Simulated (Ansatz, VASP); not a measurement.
## Two plane-wave programs on AlAs

```
As Al
1.0
     4.01255    0.00000    0.00000
     0.00000    4.01255    0.00000
     0.00000    0.00000   24.93054
As Al
4 4
Direct
  0.00000 0.50000 0.30066
  0.50000 0.00000 0.41509
  0.00000 0.50000 0.52875
  0.50000 0.00000 0.64292
  0.50000 0.50000 0.35637
  0.00000 0.00000 0.47037
  0.50000 0.50000 0.58453
  0.00000 0.00000 0.70129
```

Alike in both runs: functional PBEsol; k mesh 7 × 7 × 1; occupations gaussian, width 0.05 eV; no spin polarisation.

Ansatz relaxed the structure, and its values are those at the end. VASP's run is a single point on that final structure, the one shown.

|  | VASP | Ansatz |
| --- | --- | --- |
| version | VASP 6.6.1 | Ansatz 0.2.0 |
| potentials or method | VASP PAW PBE potentials, release 64 (As, Al), cutoff 520 eV | scalar-relativistic, plane waves, PAW |
| valence electrons in the cell | 32 | 72 |

```tsv
	VASP	Ansatz	Ansatz less VASP
gap on the k mesh at the Fermi level (eV)	none	none	-
rms of the force components (eV/Å)	0.008	0.003	-0.0044
```

VASP's potentials were made for PBE, not for PBEsol. A gap of «none» marks a metal or a gap that the smearing closes. VASP's potentials hold 32 valence electrons a cell and Ansatz's 72, so a difference there can come from the potentials and not from the codes.
